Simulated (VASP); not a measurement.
# C (P6_3/mmc) in VASP: further runs, part 2 of 2

VASP 6.6.1. The steps go on from the part before.

### 3 Relaxation of cell and atoms, LDA

This run uses another cell than the first one, of 5.66 Å³/atom, 1.026 times its volume.

INCAR

```
SYSTEM = C
PREC = Accurate ; ENCUT = 600
EDIFF = 1E-6 ; ISMEAR = -1
SIGMA = 0.05 ; LREAL = .FALSE.
LASPH = .TRUE. ; NELM = 60
ALGO = Normal ; ISIF = 3
LWAVE = .FALSE. ; LCHARG = .FALSE.
GGA = CA ; IBRION = 2
NSW = 80 ; EDIFFG = -0.01
```

KPOINTS

```
regular mesh
0
G
  8 8 4
  0 0 0
```

POSCAR

```
C
1.0
    2.5199982604      0.0000000000      0.0000000000
   -1.2599991302      2.1823825110      0.0000000000
    0.0000000000      0.0000000000      4.1200000000
C
4
Direct
    0.3333333333      0.6666666667      0.0625000000
    0.6666666667      0.3333333333      0.5625000000
    0.3333333333      0.6666666667      0.4375000000
    0.6666666667      0.3333333333      0.9375000000
```

Potentials or basis: VASP PAW LDA potentials, release 64 (C).

Started as:

```bash
$ cat potpaw_LDA.64/C/POTCAR > POTCAR
$ mpirun -np 1 vasp_std > vasp.out
```

OUTCAR:

```text
SYSTEM = C
   PREC = Accurate
   ENCUT = 600
   EDIFF = 1E-6
   ISMEAR = -1
   LREAL = .FALSE.
   LASPH = .TRUE.
   NELM = 60
   ISIF = 3
   GGA = CA
   IBRION = 2
   NSW = 80
   EDIFFG = -0.01

 ion  position               nearest neighbor table
   1  0.333  0.667  0.062-   4 1.54   4 1.54   4 1.54   3 1.54
   2  0.667  0.333  0.562-   3 1.54   3 1.54   3 1.54   4 1.54
   3  0.333  0.667  0.438-   2 1.54   2 1.54   2 1.54   1 1.54
   4  0.667  0.333  0.938-   1 1.54   1 1.54   1 1.54   2 1.54

  LATTYP: Found a hexagonal cell.
 ALAT       =     2.5199982604
 C/A-ratio  =     1.6349217635

  Lattice vectors:

 A1 = (   2.5199982604,   0.0000000000,   0.0000000000)
 A2 = (  -1.2599991302,   2.1823825110,   0.0000000000)
 A3 = (   0.0000000000,   0.0000000000,   4.1200000000)

Analysis of symmetry for initial positions (statically):
=====================================================================
 Subroutine PRICEL returns:
 Original cell was already a primitive cell.

 Routine SETGRP: Setting up the symmetry group for a
 hexagonal supercell.

 Subroutine GETGRP returns: Found 24 space group operations
 (whereof 12 operations were pure point group operations)
 out of a pool of 24 trial point group operations.

[... 358 lines left out ...]

 number of electron      15.9999999 magnetization

 Free energy of the ion-electron system (eV)
  ---------------------------------------------------
  ext. energy  EPLUGINS =         0.00000000
  ---------------------------------------------------
  free energy    TOTEN  =       -40.40564734 eV

  energy without entropy =      -40.40564734  energy(sigma->0) =      -40.40564734

 E-fermi :  11.3898     XC(G=0): -13.6168

 val. band max:       10.4010485569   @ k =   0.0000   0.0000   0.0000
 cond. band min:      13.7988987453   @ k =   0.3750   0.2500   0.0000
 fundamental gap:      3.3978501885
 Fermi energy:        11.3898264885

 k-point     1 :       0.0000    0.0000    0.0000
  band No.  band energies     occupation
      1     -11.5836      2.00000
      2      -5.8140      2.00000
      3      -3.5822      2.00000
      4       7.2565      2.00000
      5       7.2565      2.00000
      6       9.8819      2.00000
      7      10.4010      2.00000
      8      10.4010      2.00000
      9      15.3690      0.00000
     10      15.3690      0.00000
     11      15.7449      0.00000
     12      19.0209      0.00000
[... 331 lines left out ...]
 k-point    24 :       0.3750   -0.0000    0.5000
  band No.  band energies     occupation
      1      -6.4811      2.00000
      2      -6.4811      2.00000
      3      -0.3553      2.00000
      4      -0.3553      2.00000
      5       5.1267      2.00000
      6       5.1267      2.00000
      7       5.5357      2.00000
      8       5.5357      2.00000
      9      16.0980      0.00000
     10      16.0980      0.00000
     11      18.3202      0.00000
     12      18.3202      0.00000

 [... further k-points ...]

------------------------ aborting loop because EDIFF is reached ----------------------------------------

  FORCE on cell =-STRESS in cart. coord.  units (eV):
  Direction    XX          YY          ZZ          XY          YZ          ZX
  --------------------------------------------------------------------------------------
  -------------------------------------------------------------------------------------
  Total        0.0256457      0.0256457      0.0036028      0.0000000     -0.0000000      0.0000000
  in kB        1.8575923      1.8575923      0.2609577      0.0000000     -0.0000000      0.0000000
  external PRESSURE =       1.3253808 kB  Pullay stress =       0.0000000 kB
[... 19 lines left out ...]
  FREE ENERGIE OF THE ION-ELECTRON SYSTEM (eV)
  ---------------------------------------------------
  free  energy   TOTEN  =       -40.4056473408 eV

  energy  without entropy=      -40.4056473408  energy(sigma->0) =      -40.40564734

 reached required accuracy - stopping structural energy minimisation
```

Run time: 26 s. Hardware: 1 thread of AMD EPYC 7R43 (Zen 3), shared host; peak memory 0.08 GiB.

Results:

* Free energy: -40.4056 eV
* Relaxed volume: 5.53 Å³/atom
* Relaxed cell: a = 2.484 Å, b = 2.484 Å, c = 4.138 Å, α = 90.00°, β = 90.00°, γ = 120.00°
* Space group after relaxing (to 0.05 Å): P6_3/mmc (No. 194)
* Energy gained by relaxing: 9.6 meV/atom
* Ionic steps: 6
* Pressure after relaxing: 0.1 GPa
* Band gap on the k mesh: 3.40 eV, indirect (least direct gap 4.97 eV)

Stress tensor (GPa, compression positive):
```
0.19 0.00 0.00
0.00 0.19 0.00
0.00 0.00 0.03
```

Step by step:
```
step  energy change (eV)  largest force (eV/Å)  pressure (GPa)  volume (Å³)
   1              0.0000                0.0382          -10.29        22.66
   2              0.0224                0.0667           14.90        21.47
   3             -0.0385                0.0376           -0.01        22.13
   4             -0.0385                0.0378            0.22        22.12
   5             -0.0384                0.0851           -0.05        22.13
   6             -0.0386                0.0003            0.13        22.12
```

Final structure:
```yaml
crystal:
  lattice:
    - [2.48437, 0.00000, 0.00000]
    - [-1.24218, 2.15152, 0.00000]
    - [0.00000, 0.00000, 4.13822]
  atoms:
    - { symbol: C, position: [0.33333, 0.66667, 0.06283] }
    - { symbol: C, position: [0.66667, 0.33333, 0.56283] }
    - { symbol: C, position: [0.33333, 0.66667, 0.43717] }
    - { symbol: C, position: [0.66667, 0.33333, 0.93717] }
```

A k mesh can miss the band edges. Expect the measured gap to be larger: semilocal functionals such as LDA lack the derivative discontinuity.
